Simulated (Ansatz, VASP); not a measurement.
**TaRu: VASP beside Ansatz**

```xyz
2
Lattice="2.9907 0.0000 0.0000 0.0000 2.9907 0.0000 0.0000 0.0000 3.3198" Properties=species:S:1:pos:R:3 pbc="T T T"
Ta    1.4953    1.4953    1.6599
Ru    0.0000    0.0000    0.0000
```

Change from the starting cell: volume scaled by 0.94, PAW files.

Alike in both runs: task electric field gradients; functional LDA; k mesh 11 × 11 × 10; occupations fermi-dirac, width 0.05 eV; no spin polarisation.

|  | VASP | Ansatz |
| --- | --- | --- |
| version | VASP 6.6.1 | Ansatz 0.2.0 |
| potentials or method | VASP PAW LDA potentials, release 64 (Ta_sv_GW, Ru_sv) | PAW with Ansatz's default frozen-core files, scalar-relativistic |
| plane-wave cutoff (eV) | 420 | 420 |
| valence electrons in the cell | 29 | 29 |

VASP gave:

- size of Vzz on the site where it differs most (V/Å²): 37.5

**Question.** Which values does Ansatz return?

**Answer.** Size of Vzz on the site where it differs most (V/Å²): 30.9.

LDA's correlation is that of Perdew and Zunger in VASP and of Perdew and Wang (1992) in Ansatz.

Neither program's run includes spin-orbit coupling.
